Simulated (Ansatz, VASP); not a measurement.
One calculation of MoS3, two programs

```xyz
4
Lattice="6.8323 0.0000 0.0000 -3.4162 5.9169 0.0000 0.0000 0.0000 2.8827" Properties=species:S:1:pos:R:3 pbc="T T T"
Mo    0.0000    0.0000    0.0000
S     4.9517    0.0000    1.4413
S    -2.4759    4.2883    1.4413
S     0.9403    1.6286    1.4413
```

Alike in both runs: functional PBE; k mesh 12 × 12 × 16; occupations gaussian, width 0.1 eV; no spin polarisation.

Ansatz relaxed the structure, and its values are those at the end. VASP's run is a single point on that final structure, the one shown.

|  | VASP | Ansatz |
| --- | --- | --- |
| version | VASP 6.6.1 | Ansatz 0.2.0 |
| potentials or method | VASP PAW PBE potentials, release 64 (Mo_sv, S), cutoff 520 eV | scalar-relativistic, plane waves, PAW |
| valence electrons in the cell | 32 | 32 |

Ansatz gave:

- gap on the k mesh at the Fermi level (eV): 0.05
- least direct gap on the mesh (eV): 0.09
- pressure (GPa): 0.0
- rms of the force components (eV/Å): 0.002

Problem. Which values does VASP return?

Solution. gap on the k mesh at the Fermi level (eV): 0.06; least direct gap on the mesh (eV): 0.10; pressure (GPa): -0.1; rms of the force components (eV/Å): 0.008.
